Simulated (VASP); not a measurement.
# TaN (Cmc2_1) in VASP: a series of runs, part 2 of 2

VASP 6.6.1.

## (4) Single point, PBEsol

Contents of INCAR:

```
ALGO = Normal
EDIFF = 1E-6
ENCUT = 520
GGA = PS
ISIF = 2
ISMEAR = 0
LASPH = T
LCHARG = F
LREAL = F
LWAVE = F
NBANDS = 24
NELM = 100
PREC = Accurate
SIGMA = 0.15
```

Contents of KPOINTS:

```
k-points
0
Gamma
  15 15 8
```

Contents of POSCAR:

```
TaN
1.0
    3.4732111662      0.0000000000      0.0000000000
   -1.7366055831      2.1967729401      0.0000000000
    0.0000000000      0.0000000000      6.5055021102
Ta N
2 2
Direct
    0.3333333333      0.6666666667      0.0301041378
    0.6666666667      0.3333333333      0.5301041378
    0.3333333333      0.6666666667      0.3548958622
    0.6666666667      0.3333333333      0.8548958622
```

Potentials or basis: VASP PAW PBE potentials, release 64 (Ta_pv, N).

Run with:

```
$ cat potpaw_PBE.64/Ta_pv/POTCAR potpaw_PBE.64/N/POTCAR > POTCAR
$ mpirun -np 1 vasp_std > vasp.out
```

OUTCAR:

```text
EDIFF = 1E-6
   ENCUT = 520
   GGA = PS
   ISIF = 2
   ISMEAR = 0
   LASPH = T
   LREAL = F
   NELM = 100
   PREC = Accurate

 ion  position               nearest neighbor table
   1  0.333  0.667  0.030-   4 1.86   3 2.11   4 2.20   4 2.20   2 3.57   2 3.57
   2  0.667  0.333  0.530-   3 1.86   4 2.11   3 2.20   3 2.20   1 3.57   1 3.57
   3  0.333  0.667  0.355-   2 1.86   1 2.11   2 2.20   2 2.20
   4  0.667  0.333  0.855-   1 1.86   2 2.11   1 2.20   1 2.20

  Warning from LATTYP: Monoclinic adjustment (A1->A3, A2->A1, A3->A2)!
  LATTYP: Found a base centered orthorhombic cell.
 ALAT       =     3.4732111662
 B/A-ratio  =     1.2649809269
 C/A-ratio  =     1.8730511331

  Lattice vectors:

 A1 = (   1.7366055831,  -2.1967729401,   0.0000000000)
 A2 = (   1.7366055831,   2.1967729401,   0.0000000000)
 A3 = (   0.0000000000,   0.0000000000,   6.5055021102)

Analysis of symmetry for initial positions (statically):
=====================================================================
 Subroutine PRICEL returns:
 Original cell was already a primitive cell.

 Routine SETGRP: Setting up the symmetry group for a
 base centered orthorhombic supercell.

 Subroutine GETGRP returns: Found  4 space group operations
 (whereof  2 operations were pure point group operations)
 out of a pool of  8 trial point group operations.

The static configuration has the point symmetry C_1h.
 The point group associated with its full space group is C_2v.

Analysis of symmetry for dynamics (positions and initial velocities):
=====================================================================
 Subroutine PRICEL returns:
 Original cell was already a primitive cell.

 Routine SETGRP: Setting up the symmetry group for a
 base centered orthorhombic supercell.

 Subroutine GETGRP returns: Found  4 space group operations
 (whereof  2 operations were pure point group operations)
 out of a pool of  8 trial point group operations.

The dynamic configuration has the point symmetry C_1h.
 The point group associated with its full space group is C_2v.

 Subroutine INISYM returns: Found  4 space group operations
 (whereof  2 operations are pure point group operations),
 and found     1 'primitive' translations

----------------------------------------------------------------------------------------

                                     Primitive cell

  volume of cell :      49.6360

  direct lattice vectors                    reciprocal lattice vectors
     3.473211166  0.000000000  0.000000000     0.287917996  0.227606591  0.000000000
    -1.736605583  2.196772940  0.000000000     0.000000000  0.455213182  0.000000000
     0.000000000  0.000000000  6.505502110     0.000000000  0.000000000  0.153716037

  length of vectors
     3.473211166  2.800287539  6.505502110     0.367017074  0.455213182  0.153716037

  position of ions in fractional coordinates (direct lattice)
     0.333333333  0.666666667  0.030104138
     0.666666667  0.333333333  0.530104138
     0.333333333  0.666666667  0.354895862
     0.666666667  0.333333333  0.854895862

  ion indices of the primitive-cell ions
   primitive index   ion index
                 1           1
                 2           2
                 3           3
                 4           4

[... 26 lines left out ...]
 Following reciprocal coordinates:
            Coordinates               Weight
  0.000000  0.000000  0.000000      1.000000
  0.066667  0.000000  0.000000      4.000000
  0.133333  0.000000  0.000000      4.000000
  0.200000  0.000000  0.000000      4.000000
  0.266667  0.000000  0.000000      4.000000
  0.333333 -0.000000  0.000000      4.000000
[... 16 lines left out ...]
  0.000000  0.133333  0.000000      2.000000
  0.066667  0.133333  0.000000      4.000000
 [... further k-points ...]
   k-points           NKPTS =    320   k-points in BZ     NKDIM =    320   number of bands    NBANDS=     24
   number of dos      NEDOS =    301   number of ions     NIONS =      4
   total plane-waves  NPLWV =  32256
   dimension x,y,z NGX =    28 NGY =   24 NGZ =   48
   dimension x,y,z NGXF=    56 NGYF=   48 NGZF=   96
   ions per type =               2   2
   NGX,Y,Z   is equivalent  to a cutoff of  13.40, 14.25, 12.27 a.u.
   NGXF,Y,Z  is equivalent  to a cutoff of  26.80, 28.50, 24.53 a.u.
 SYSTEM =  unknown system
   PREC   = accura    normal or accurate (medium, high low for compatibility)
   ISTART =      0    job   : 0-new  1-cont  2-samecut
   ICHARG =      2    charge: 1-file 2-atom 10-const
   ISPIN  =      1    spin polarized calculation?
   LNONCOLLINEAR =      F non collinear calculations
   LSORBIT =      F    spin-orbit coupling
   LASPH  =      T    aspherical Exc in radial PAW
   ENCUT  =  520.0 eV  38.22 Ry    6.18 a.u.   6.46  5.21 12.10*2*pi/ulx,y,z
   NELM   =    100;   NELMIN=  2; NELMDL= -5     # of ELM steps
   EDIFF  = 0.1E-05   stopping-criterion for ELM
   LREAL  =      F    real-space projection
   EDIFFG = 0.1E-04   stopping-criterion for IOM
   NSW    =      0    number of steps for IOM
   IBRION =     -1    ionic relax: 0-MD 1-quasi-New 2-CG
   NFREE  =      0    steps in history (QN), initial steepest desc. (CG)
   ISIF   =      2    stress and relaxation
   ISYM   =      2    0-nonsym 1-usesym 2-fastsym
   POTIM  = 0.5000    time-step for ionic-motion
   TEBEG  =    0.0;   TEEND  =   0.0 temperature during run
   PSTRESS=    0.0 pullay stress
   NELECT =      32.0000    total number of electrons
   NUPDOWN=      -1.0000    fix difference up-down
   EMIN   =  10.00;   EMAX   =-10.00  energy-range for DOS
   EFERMI =   0.00;   METHOD = LEGACY
   ISMEAR =     0;   SIGMA  =   0.15  broadening in eV -4-tet -1-fermi 0-gaus
   EFERMI_NEDOS =   21; number of points for ismear=-14 and -15
   IALGO  =     38    algorithm
   IMIX   =      4    mixing-type and parameters
     AMIX     =   0.40;   BMIX     =  1.00
     AMIX_MAG =   1.60;   BMIX_MAG =  1.00
  volume/ion in A,a.u.               =      12.41        83.74
  Fermi-wavevector in a.u.,A,eV,Ry     =   1.414249  2.672542 27.213001  2.000099
  Thomas-Fermi vector in A             =   2.535810
   LORBIT       =      0    0 simple, 1 ext, 2 COOP (PROOUT), +10 PAW based schemes
   GGA     = PS    functional components
   LHFCALC =     F    Hartree Fock is set to
   AEXX    =    0.0000 exact exchange contribution
   IVDW    =     0    specifies the selected vdW correction
   LEPSILON=     F    determine dielectric tensor
   LRPA    =     F    only Hartree local field effects (RPA)
 non-spin polarized calculation
 Gauss-broadening in eV      SIGMA  =   0.15
  energy-cutoff  :      520.00
  volume of cell :       49.64
 maximum number of plane-waves:      1350
 NGX is ok and might be reduce to    28
   NGX = 13   NGY = 11   NGZ = 25

 number of electron      32.0000003 magnetization

 Free energy of the ion-electron system (eV)
  ---------------------------------------------------
  ext. energy  EPLUGINS =         0.00000000
  ---------------------------------------------------
  free energy    TOTEN  =       -43.04954317 eV

  energy without entropy =      -43.03273149  energy(sigma->0) =      -43.04113733

 E-fermi :   6.4919     XC(G=0): -12.5393

 val. band max:        6.4865951801   @ k =   0.4000   0.1333   0.1250
 cond. band min:       6.4932015579   @ k =   0.2000   0.3333   0.2500
 fundamental gap:      0.0066063778
 Fermi energy:         6.4919432446

 k-point     1 :       0.0000    0.0000    0.0000
  band No.  band energies     occupation
      1     -28.6693      2.00000
      2     -28.4067      2.00000
      3     -27.9448      2.00000
      4     -27.9338      2.00000
      5     -27.8670      2.00000
      6     -27.8492      2.00000
[... 637 lines left out ...]
     23      12.5590      0.00000
     24      12.7638      0.00000

 [... further k-points ...]

------------------------ aborting loop because EDIFF is reached ----------------------------------------

  FORCE on cell =-STRESS in cart. coord.  units (eV):
  Direction    XX          YY          ZZ          XY          YZ          ZX
  --------------------------------------------------------------------------------------
  -------------------------------------------------------------------------------------
  Total       -1.5035240     21.4694821     -4.6477776      0.0000000      0.0000000      0.0000000
  in kB      -48.5315064    693.0027673   -150.0233082      0.0000000      0.0000000      0.0000000
  external PRESSURE =     164.8159843 kB  Pullay stress =       0.0000000 kB

 VOLUME and BASIS-vectors are now :
 -----------------------------------------------------------------------------
  energy-cutoff  :      520.00
  volume of cell :       49.64
      direct lattice vectors                 reciprocal lattice vectors
     3.473211166  0.000000000  0.000000000     0.287917996  0.227606591  0.000000000
    -1.736605583  2.196772940  0.000000000     0.000000000  0.455213182  0.000000000
     0.000000000  0.000000000  6.505502110     0.000000000  0.000000000  0.153716037

 POSITION                                       TOTAL-FORCE (eV/Angst)
 -----------------------------------------------------------------------------------
     -0.00000      1.46452      0.19584         0.000000     -3.415432      2.811946
      1.73661      0.73226      3.44859         0.000000      3.415432      2.811946
     -0.00000      1.46452      2.30878         0.000000     -3.350260     -2.811946
      1.73661      0.73226      5.56153         0.000000      3.350260     -2.811946
 -----------------------------------------------------------------------------------
    total drift:                               -0.000000      0.000000      0.000146

  FREE ENERGIE OF THE ION-ELECTRON SYSTEM (eV)
  ---------------------------------------------------
  free  energy   TOTEN  =       -43.0495431712 eV

  energy  without entropy=      -43.0327314900  energy(sigma->0) =      -43.04113733
```

OSZICAR:

```text
N       E                     dE             d eps       ncg     rms          rms(c)
DAV:   1     0.271766220173E+03    0.27177E+03   -0.17544E+04 15360   0.138E+03
DAV:   2    -0.353171457742E+02   -0.30708E+03   -0.29113E+03 18384   0.403E+02
DAV:   3    -0.489940454399E+02   -0.13677E+02   -0.13439E+02 19824   0.834E+01
DAV:   4    -0.491552582201E+02   -0.16121E+00   -0.16109E+00 17216   0.966E+00
DAV:   5    -0.491574353800E+02   -0.21772E-02   -0.21768E-02 20096   0.963E-01    0.366E+01
DAV:   6    -0.435778655434E+02    0.55796E+01   -0.26199E+01 18800   0.347E+01    0.151E+01
DAV:   7    -0.431512594564E+02    0.42661E+00   -0.23985E+00 17888   0.111E+01    0.105E+01
DAV:   8    -0.430527692949E+02    0.98490E-01   -0.28262E-01 17864   0.443E+00    0.110E+00
DAV:   9    -0.430498538685E+02    0.29154E-02   -0.23650E-02 18944   0.105E+00    0.384E-01
DAV:  10    -0.430495772328E+02    0.27664E-03   -0.15611E-03 17888   0.365E-01    0.661E-02
DAV:  11    -0.430495436665E+02    0.33566E-04   -0.21472E-04 19624   0.112E-01    0.230E-02
DAV:  12    -0.430495434802E+02    0.18626E-06   -0.13305E-05 17392   0.284E-02    0.482E-03
DAV:  13    -0.430495431712E+02    0.30896E-06   -0.64189E-07  9848   0.738E-03
   1 F= -.43049543E+02 E0= -.43041137E+02  d E =-.168117E-01
```

Run time: 2.1 min. Hardware: 1 thread of Intel Xeon 6975P-C (Granite Rapids), shared host; peak memory 0.42 GiB.

What came out:

| Property | Result |
| --- | --- |
| Free energy | -43.0495 eV |
| Pressure | 16.5 GPa |
| Largest force | 4.424 eV/Å |
| Band gap on the k mesh | zero (bands 16 and 17 overlap by 1.11 eV) |

Forces on the atoms (eV/Å):
```
Ta   0.000 -3.415  2.812
Ta   0.000  3.415  2.812
N    0.000 -3.350 -2.812
N    0.000  3.350 -2.812
```

Caveat: the cell differs from its parent crystal (strain +e along x and -e along y +0.1500, strain +e along z and -e/2 along x and y +0.0750); the stress differs along the axes, from -15 to 69 GPa; the PAW data sets were made with another functional, which shifts forces and pressure a little; spin-orbit coupling is left out, which moves the levels of the heavy elements.

## (5) Single point, PBEsol

Contents of INCAR:

```
  ALGO = Normal
  EDIFF = 1E-7
  ENCUT = 520
  GGA = PS
  ISIF = 2
  ISMEAR = 0
  LASPH = T
  LCHARG = F
  LREAL = F
  LWAVE = F
  NBANDS = 24
  NELM = 80
  PREC = Accurate
  SIGMA = 0.15
```

KPOINTS is that of step 4.

Edit POSCAR of step 4 so:

```diff
@@ -2,4 +2,4 @@
 1.0
-    3.4732111662      0.0000000000      0.0000000000
-   -1.7366055831      2.1967729401      0.0000000000
+    2.5366148967      0.0000000000      0.0000000000
+   -1.2683074484      3.0078891026      0.0000000000
     0.0000000000      0.0000000000      6.5055021102
```

Run with:

```
$ cat potpaw_PBE.64/Ta_pv/POTCAR potpaw_PBE.64/N/POTCAR > POTCAR
$ mpirun -np 1 vasp_std > vasp.out
```

Wall time 2 min (1 thread of Intel Xeon 6975P-C (Granite Rapids), shared host); peak memory 0.41 GiB.

It converged, with:

```
Free energy            : -42.7249 eV
Pressure               : 18.2 GPa
Largest force          : 2.873 eV/Å
Band gap on the k mesh : zero (bands 16 and 17 overlap by 1.08 eV)
```

Forces on the atoms (eV/Å):
```
Ta   0.000  2.190  1.860
Ta   0.000 -2.190  1.860
N    0.000  2.055 -1.860
N    0.000 -2.055 -1.860
```

Stress tensor (GPa, compression positive):
```
 87.55   0.00   0.00
  0.00 -11.97   0.00
  0.00   0.00 -20.87
```

Levels at points of the mesh, in eV from the Fermi level:
```csv
k point,band 13,band 14,band 15,band 16,band 17,band 18,band 19,band 20
"(0.00, 0.00, 0.00)",-2.29,-1.70,-1.54,-1.47,0.29,1.00,2.80,3.93
"(0.00, 0.00, 0.50)",-1.94,-1.94,-1.27,-1.27,0.95,0.95,3.20,3.20
```

Caveat: the cell differs from its parent crystal (strain +e along x and -e along y -0.1500, strain +e along z and -e/2 along x and y +0.0750); the stress differs along the axes, from -21 to 88 GPa; the PAW data sets were made with another functional, which shifts forces and pressure a little; spin-orbit coupling is left out, which moves the levels of the heavy elements.

## (6) The runs side by side

| cell | gap on the mesh (eV) | pressure (GPa) | largest force (eV/Å) |
| --- | --- | --- | --- |
| a = 2.888, b = 3.613, c = 5.144 Å, angles 90.0, 90.0, 113.6°, 4 atoms | none | 54.8 | 10.76 |
| a = 3.824, b = 3.148, c = 5.144 Å, angles 90.0, 90.0, 127.4°, 4 atoms | none | 56.9 | 11.09 |
| a = 3.473, b = 2.800, c = 6.506 Å, angles 90.0, 90.0, 128.3°, 4 atoms | none | 16.5 | 4.42 |
| a = 2.537, b = 3.264, c = 6.506 Å, angles 90.0, 90.0, 112.9°, 4 atoms | none | 18.2 | 2.87 |

Alike in all rows: task single point; level PBEsol; potentials or basis VASP PAW PBE potentials, release 64 (Ta_pv, N); no spin polarisation; k mesh 15 × 15 × 8; cutoff (eV) 520; smearing gaussian 0.15 eV.

Caveats: the PAW data sets were made with another functional, which shifts forces and pressure a little; spin-orbit coupling is left out, which moves the levels of the heavy elements; the stress differs along the axes, from -8 to 138 GPa (at least some runs); the stress differs along the axes, from -20 to 146 GPa (at least some runs); the stress differs along the axes, from -15 to 69 GPa (at least some runs); the stress differs along the axes, from -21 to 88 GPa (at least some runs).

Total energies depend on the potentials used, so only differences within one code and one set of settings carry meaning.
